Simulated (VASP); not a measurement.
NaSi2P3:

```
Na Si P
1.0
     3.68212    0.00712    0.02114
    -1.83489    3.23673   -0.06483
     0.06086   -0.18034   10.60786
Na Si P
1 2 3
Direct
  0.34904 0.68566 0.67770
  0.01073 0.00638 0.02889
  0.67606 0.33237 0.32018
  0.98316 0.98561 0.24313
  0.67898 0.32978 0.52236
  0.31829 0.64910 0.95355
```

* Program: VASP 6.6.1
* Task: relaxation of cell and atoms
* Functional: PBEsol
* Potentials or basis: VASP PAW PBE potentials, release 64 (Na_pv, Si, P)
* Cutoff: 600 eV
* k mesh: 6 × 6 × 2
* Occupations: fermi-dirac, width 0.05 eV
* Spin: no spin polarisation

At the start: pressure -0.4 GPa; volume 21.09 Å³/atom.

Problem. Where does the relaxation end?

Solution. Over 83 steps the energy falls by 230.1 meV/atom and the volume is 18.27 Å³/atom (-13.4 %); space group P1 (No. 1, to 0.1 Å) before, Cm (No. 8, to 0.1 Å).

The path:
| step | energy change (eV) | largest force (eV/Å) | pressure (GPa) | volume (Å³) |
| --- | --- | --- | --- | --- |
| 1 | 0.0000 | 1.0302 | -0.44 | 126.52 |
| 4 | -0.0773 | 0.2332 | -0.23 | 126.01 |
| 7 | -0.0858 | 0.1475 | 0.08 | 125.26 |
| 10 | -0.0925 | 0.1275 | -0.10 | 125.10 |
| 13 | -0.1000 | 0.2281 | 0.29 | 123.80 |
| 16 | -0.1184 | 0.2367 | 0.10 | 123.34 |
| 19 | -0.1289 | 0.3468 | -0.11 | 122.88 |
| 22 | -0.2073 | 1.1860 | -1.46 | 120.23 |
| 25 | -0.2720 | 2.1466 | -2.29 | 117.96 |
| 28 | -0.3103 | 2.0433 | -1.96 | 116.79 |
| 31 | -0.3273 | 1.9459 | -1.84 | 116.56 |
| 34 | -0.4690 | 1.7449 | -1.72 | 115.89 |
| 37 | -0.9572 | 1.4189 | 2.13 | 110.16 |
| 40 | -1.1175 | 0.5521 | -0.36 | 112.79 |
| 43 | -1.1901 | 0.3551 | -0.03 | 112.20 |
| 46 | -1.2491 | 0.3247 | -0.08 | 111.52 |
| 49 | -1.2736 | 0.4763 | 0.19 | 110.87 |
| 52 | -1.2960 | 0.3425 | 0.27 | 110.59 |
| 55 | -1.3273 | 0.1684 | -0.16 | 111.04 |
| 58 | -1.3500 | 0.1445 | -0.35 | 110.56 |
| 61 | -1.3594 | 0.1028 | 0.00 | 109.71 |
| 64 | -1.3676 | 0.1849 | 0.42 | 108.72 |
| 67 | -1.3736 | 0.1485 | -0.10 | 109.07 |
| 70 | -1.3768 | 0.1008 | 0.07 | 108.97 |
| 73 | -1.3796 | 0.0592 | 0.02 | 109.34 |
| 76 | -1.3804 | 0.0197 | -0.01 | 109.54 |
| 79 | -1.3805 | 0.0149 | 0.02 | 109.58 |
| 82 | -1.3806 | 0.0129 | -0.02 | 109.63 |
| 83 | -1.3806 | 0.0093 | 0.00 | 109.60 |

Final structure:
```
Na Si P
1.0
     3.49146   -0.09036    0.07235
    -1.80558    3.09364   -0.65897
     0.15049   -1.91568   10.69545
Na Si P
1 2 3
Direct
  0.39561 0.76184 0.69247
  0.94040 0.86923 0.02483
  0.83132 0.65588 0.36874
  0.05493 0.14401 0.24441
  0.59580 0.15966 0.49046
  0.19821 0.39828 0.92489
```

Caveat: the PAW data sets were made with another functional, which shifts forces and pressure a little.
